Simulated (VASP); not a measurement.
# Ge6Cl in VASP: further runs, part 2 of 2

VASP 6.6.1.

## 3. Single point, PBE

INCAR reads:

```
SYSTEM = Ge6Cl
ALGO = Normal
DIPOL = 0.5 0.5 0.339
EDIFF = 1E-6
ENCUT = 520
GGA = PE
IDIPOL = 3
ISIF = 2
ISMEAR = 0
LASPH = .True.
LCHARG = .False.
LDIPOL = .True.
LREAL = .False.
LWAVE = .False.
NBANDS = 54
NELM = 60
PREC = Accurate
SIGMA = 0.1
```

KPOINTS reads:

```
k-points
0
Gamma
  7 5 1
  0 0 0
```

POSCAR reads:

```
Ge6Cl
1.0
    4.0740542216      0.0000000000      0.0000000000
    0.0000000000      5.7615827340      0.0000000000
    0.0000000000      0.0000000000     19.5242196567
Ge Cl
6 1
Direct
    0.5000000000      0.0000000000      0.2048737450
    0.0000000000      0.2500000000      0.2048737450
    0.0000000000      0.5005156580      0.3087424243
    0.5000000000      0.7494843420      0.3087424243
    0.5000000000      0.0069199668      0.4109879830
    0.0000000000      0.2430800332      0.4109879830
    1.0000000000      0.0069199668      0.5239132334
```

Potentials or basis: VASP PAW PBE potentials, release 64 (Ge_d, Cl).

Started as:

```sh
$ cat potpaw_PBE.64/Ge_d/POTCAR potpaw_PBE.64/Cl/POTCAR > POTCAR
$ mpirun -np 1 vasp_std > vasp.out
```

Wall time 6.7 min (1 thread of Intel Xeon 6975P-C (Granite Rapids), shared host); peak memory 0.61 GiB.

The run converged. Its results:

```yaml
Free_energy: -26.6638 eV
Largest_force: 0.644 eV/Å
Band_gap_on_the_k_mesh: zero (an odd number of electrons rules out a gap without spin polarisation)
```

Forces on the atoms (eV/Å):
```
Ge   0.000 -0.006  0.117
Ge   0.000 -0.020  0.193
Ge   0.000  0.185 -0.239
Ge   0.000  0.030 -0.239
Ge   0.000  0.206 -0.138
Ge   0.000 -0.560  0.318
Cl   0.000  0.166 -0.012
```

Levels at points of the mesh, in eV from the Fermi level:
```
           k point  band 42  band 43  band 44  band 45  band 46  band 47  band 48  band 49
(0.00, 0.00, 0.00)    -1.70    -1.54    -0.77    -0.04     0.04     0.49     1.55     1.71
```

Caveat: an odd number of electrons without spin polarisation forces a metal; a magnetic or distorted state may lie lower.

## 4. Single point, PBE

INCAR reads:

```
SYSTEM = Ge6Cl
ALGO = Normal
DIPOL = 0.5 0.5 0.337
EDIFF = 1E-6
ENCUT = 520
GGA = PE
IDIPOL = 3
ISIF = 2
ISMEAR = 0
LASPH = .TRUE.
LCHARG = .TRUE.
LDIPOL = .TRUE.
LELF = .TRUE.
LREAL = .FALSE.
LVACPOTAV = .TRUE.
LVHAR = .TRUE.
LWAVE = .FALSE.
NBANDS = 54
NELM = 80
PREC = Accurate
SIGMA = 0.1
```

KPOINTS reads:

```
k-points
0
G
  7 5 1
  0 0 0
```

Edit POSCAR of step 3 so:

```diff
@@ -14,2 +14,2 @@
     0.0000000000      0.2430800332      0.4109879830
-    1.0000000000      0.0069199668      0.5239132334
+    0.5000000000      0.8402533001      0.5128000742
```

Potentials or basis: VASP PAW PBE potentials, release 64 (Ge_d, Cl).

Started as:

```sh
$ cat potpaw_PBE.64/Ge_d/POTCAR potpaw_PBE.64/Cl/POTCAR > POTCAR
$ mpirun -np 1 vasp_std > vasp.out
```

OUTCAR:

```text
SYSTEM = Ge6Cl
   EDIFF = 1E-6
   ENCUT = 520
   GGA = PE
   ISIF = 2
   ISMEAR = 0
   LASPH = .TRUE.
   LREAL = .FALSE.
   NELM = 80
   PREC = Accurate

 ion  position               nearest neighbor table
   1  0.500  0.000  0.205-   4 2.49   2 2.49   2 2.49
   2  0.000  0.250  0.205-   3 2.49   1 2.49   1 2.49
   3  0.000  0.501  0.309-   6 2.49   2 2.49   4 2.49   4 2.49
   4  0.500  0.749  0.309-   5 2.49   1 2.49   3 2.49   3 2.49
   5  0.500  0.007  0.411-   7 2.21   6 2.45   6 2.45   4 2.49
   6  0.000  0.243  0.411-   5 2.45   5 2.45   3 2.49
   7  0.500  0.840  0.513-   5 2.21

  LATTYP: Found a simple orthorhombic cell.
 ALAT       =     4.0740542216
 B/A-ratio  =     1.4142135624
 C/A-ratio  =     4.7923318136

  Lattice vectors:
[... 876 lines left out ...]
  in kB        5.2783656      3.0999340      0.3221232      0.0000000      4.0220049      0.0000000
  external PRESSURE =       2.9001409 kB  Pullay stress =       0.0000000 kB

 VOLUME and BASIS-vectors are now :
 -----------------------------------------------------------------------------
  energy-cutoff  :      520.00
  volume of cell :      458.29
      direct lattice vectors                 reciprocal lattice vectors
     4.074054222  0.000000000  0.000000000     0.245455742  0.000000000  0.000000000
     0.000000000  5.761582734  0.000000000     0.000000000  0.173563419  0.000000000
     0.000000000  0.000000000 19.524219657     0.000000000  0.000000000  0.051218436

 POSITION                                       TOTAL-FORCE (eV/Angst)
 -----------------------------------------------------------------------------------
      2.03703      0.00000      4.00000         0.000000      0.044217     -0.373964
      0.00000      1.44040      4.00000         0.000000     -0.406986      0.349505
      0.00000      2.88376      6.02795         0.000000     -0.095961      0.287196
      2.03703      4.31822      6.02795         0.000000      0.018543     -0.320858
      2.03703      0.03987      8.02422         0.000000      0.101989      0.370036
      0.00000      1.40053      8.02422         0.000000      0.571512     -0.300966
      2.03703      4.84119     10.01202         0.000000     -0.233314     -0.010949
 -----------------------------------------------------------------------------------
    total drift:                                0.000000      0.000181     -0.001409

  FREE ENERGIE OF THE ION-ELECTRON SYSTEM (eV)
  ---------------------------------------------------
  free  energy   TOTEN  =       -27.6380007216 eV

  energy  without entropy=      -27.6185849944  energy(sigma->0) =      -27.62829286

 vacuum level on the upper side and lower side of the slab         3.812         2.774
```

OSZICAR:

```text
N       E                     dE             d eps       ncg     rms          rms(c)
DAV:   1     0.923522680704E+03    0.92352E+03   -0.46222E+04  1644   0.273E+03
DAV:   2     0.131654233118E+03   -0.79187E+03   -0.77280E+03  1536   0.706E+02
DAV:   3    -0.170288918816E+02   -0.14868E+03   -0.14683E+03  1768   0.213E+02
DAV:   4    -0.276197626342E+02   -0.10591E+02   -0.10507E+02  1482   0.643E+01
[... 18 lines left out ...]
DAV:  23    -0.276379918879E+02   -0.61655E-05   -0.42677E-07   938   0.195E-02    0.112E-03
DAV:  24    -0.276379963362E+02   -0.44483E-05   -0.35953E-07   924   0.740E-03    0.445E-04
DAV:  25    -0.276379984806E+02   -0.21445E-05   -0.17525E-07   872   0.587E-03    0.346E-04
DAV:  26    -0.276380004726E+02   -0.19920E-05   -0.12175E-07   876   0.558E-03    0.250E-04
DAV:  27    -0.276380007216E+02   -0.24893E-06   -0.66153E-08   842   0.261E-03
   1 F= -.27638001E+02 E0= -.27628293E+02  d E =-.194157E-01
```

Wall time 6.1 min (1 thread of Intel Xeon 6975P-C (Granite Rapids), shared host); peak memory 0.62 GiB.

What came out:

| Item | Value |
| --- | --- |
| Free energy | -27.6380 eV |
| Largest force | 0.646 eV/Å |
| Band gap on the k mesh | zero (an odd number of electrons rules out a gap without spin polarisation) |

Forces in eV/Å, atoms in the order of the input:
```
Ge   0.000  0.044 -0.374
Ge   0.000 -0.407  0.350
Ge   0.000 -0.096  0.287
Ge   0.000  0.019 -0.321
Ge   0.000  0.102  0.370
Ge   0.000  0.572 -0.301
Cl   0.000 -0.233 -0.011
```

Levels at points of the mesh, in eV from the Fermi level:
| k point | band 41 | band 42 | band 43 | band 44 | band 45 | band 46 | band 47 | band 48 | band 49 | band 50 |
| --- | --- | --- | --- | --- | --- | --- | --- | --- | --- | --- |
| (0.00, 0.00, 0.00) | -2.38 | -1.99 | -1.31 | -0.93 | -0.04 | 0.02 | 0.90 | 1.38 | 1.91 | 2.34 |

Caveat: an odd number of electrons without spin polarisation forces a metal; a magnetic or distorted state may lie lower.

## 5. Single point, PBE

INCAR reads:

```
SYSTEM = Ge6Cl
ALGO = Normal ; DIPOL = 0.5 0.5 0.339
EDIFF = 1E-6 ; ENCUT = 520
GGA = PE ; IDIPOL = 3
ISIF = 2 ; ISMEAR = 0
LASPH = .TRUE. ; LCHARG = .FALSE.
LDIPOL = .TRUE. ; LREAL = .FALSE.
LWAVE = .FALSE. ; NBANDS = 54
NELM = 100 ; PREC = Accurate
SIGMA = 0.1
```

KPOINTS is that of step 4.

Edit POSCAR of step 4 so:

```diff
@@ -14,2 +14,2 @@
     0.0000000000      0.2430800332      0.4109879830
-    0.5000000000      0.8402533001      0.5128000742
+    1.0000000000      0.3402533001      0.5210850905
```

Potentials or basis: VASP PAW PBE potentials, release 64 (Ge_d, Cl).

Started as:

```sh
$ cat potpaw_PBE.64/Ge_d/POTCAR potpaw_PBE.64/Cl/POTCAR > POTCAR
$ mpirun -np 1 vasp_std > vasp.out
```

OUTCAR:

```text
SYSTEM = Ge6Cl
   EDIFF = 1E-6
   ENCUT = 520
   GGA = PE
   ISIF = 2
   ISMEAR = 0
   LASPH = .TRUE.
   LREAL = .FALSE.
   NELM = 100
   PREC = Accurate

 ion  position               nearest neighbor table
   1  0.500  0.000  0.205-   4 2.49   2 2.49   2 2.49
   2  0.000  0.250  0.205-   3 2.49   1 2.49   1 2.49
   3  0.000  0.501  0.309-   6 2.49   2 2.49   4 2.49   4 2.49
   4  0.500  0.749  0.309-   5 2.49   1 2.49   3 2.49   3 2.49
   5  0.500  0.007  0.411-   6 2.45   6 2.45   4 2.49
   6  0.000  0.243  0.411-   7 2.22   5 2.45   5 2.45   3 2.49
   7  0.000  0.340  0.521-   6 2.22

  LATTYP: Found a simple orthorhombic cell.
 ALAT       =     4.0740542216
 B/A-ratio  =     1.4142135624
[... 881 lines left out ...]
  in kB        6.0069722      4.5394074     -0.6747943      0.0000000     -2.8131725      0.0000000
  external PRESSURE =       3.2905284 kB  Pullay stress =       0.0000000 kB

 VOLUME and BASIS-vectors are now :
 -----------------------------------------------------------------------------
  energy-cutoff  :      520.00
  volume of cell :      458.29
      direct lattice vectors                 reciprocal lattice vectors
     4.074054222  0.000000000  0.000000000     0.245455742  0.000000000  0.000000000
     0.000000000  5.761582734  0.000000000     0.000000000  0.173563419  0.000000000
     0.000000000  0.000000000 19.524219657     0.000000000  0.000000000  0.051218436

 POSITION                                       TOTAL-FORCE (eV/Angst)
 -----------------------------------------------------------------------------------
      2.03703      0.00000      4.00000         0.000000      0.364476      0.453035
      0.00000      1.44040      4.00000         0.000000     -0.009255     -0.388375
      0.00000      2.88376      6.02795         0.000000      0.061712     -0.283485
      2.03703      4.31822      6.02795         0.000000      0.048965      0.201120
      2.03703      0.03987      8.02422         0.000000     -0.518623     -0.459036
      0.00000      1.40053      8.02422         0.000000     -0.341132      0.499093
      0.00000      1.96040     10.17378         0.000000      0.393856     -0.022353
 -----------------------------------------------------------------------------------
    total drift:                                0.000000      0.000136     -0.001830

  FREE ENERGIE OF THE ION-ELECTRON SYSTEM (eV)
  ---------------------------------------------------
  free  energy   TOTEN  =       -27.5078379647 eV

  energy  without entropy=      -27.4961523799  energy(sigma->0) =      -27.50199517

 vacuum level on the upper side and lower side of the slab         3.835         2.623
```

OSZICAR:

```text
N       E                     dE             d eps       ncg     rms          rms(c)
DAV:   1     0.917836294752E+03    0.91784E+03   -0.46288E+04  1650   0.273E+03
DAV:   2     0.129782521937E+03   -0.78805E+03   -0.76991E+03  1544   0.708E+02
DAV:   3    -0.170492718557E+02   -0.14683E+03   -0.14505E+03  1732   0.212E+02
DAV:   4    -0.275365597513E+02   -0.10487E+02   -0.10387E+02  1476   0.640E+01
[... 18 lines left out ...]
DAV:  23    -0.275078287122E+02   -0.64070E-05   -0.51048E-07   946   0.596E-03    0.131E-03
DAV:  24    -0.275078341471E+02   -0.54349E-05   -0.25415E-07   894   0.137E-02    0.898E-04
DAV:  25    -0.275078361163E+02   -0.19692E-05   -0.72211E-08   882   0.737E-03    0.413E-04
DAV:  26    -0.275078376305E+02   -0.15142E-05   -0.12943E-07   886   0.504E-03    0.473E-04
DAV:  27    -0.275078379647E+02   -0.33417E-06   -0.43289E-08   848   0.347E-03
   1 F= -.27507838E+02 E0= -.27501995E+02  d E =-.116856E-01
```

It took 5.6 min on 1 thread of Intel Xeon 6975P-C (Granite Rapids), shared host; peak memory 0.62 GiB.

Results:

```
Free energy            : -27.5078 eV
Largest force          : 0.693 eV/Å
Band gap on the k mesh : zero (an odd number of electrons rules out a gap without spin polarisation)
```

Forces in eV/Å, atoms in the order of the input:
```
Ge   0.000  0.364  0.453
Ge   0.000 -0.009 -0.388
Ge   0.000  0.062 -0.283
Ge   0.000  0.049  0.201
Ge   0.000 -0.519 -0.459
Ge   0.000 -0.341  0.499
Cl   0.000  0.394 -0.022
```

Caveat: an odd number of electrons without spin polarisation forces a metal; a magnetic or distorted state may lie lower.

## 6. Summary

| cell | gap on the mesh (eV) | largest force (eV/Å) |
| --- | --- | --- |
| as given, atomic positions A | none | 0.81 |
| as given, atomic positions B | none | 0.64 |
| as given, atomic positions C | none | 0.65 |
| as given, atomic positions D | none | 0.69 |

Alike in all rows: task single point; level PBE; potentials or basis VASP PAW PBE potentials, release 64 (Ge_d, Cl); no spin polarisation; k mesh 7 × 5 × 1; cutoff (eV) 520; smearing gaussian 0.1 eV.

Caveats: an odd number of electrons without spin polarisation forces a metal; a magnetic or distorted state may lie lower.

Absolute energies hang on the potentials; compare differences alone.
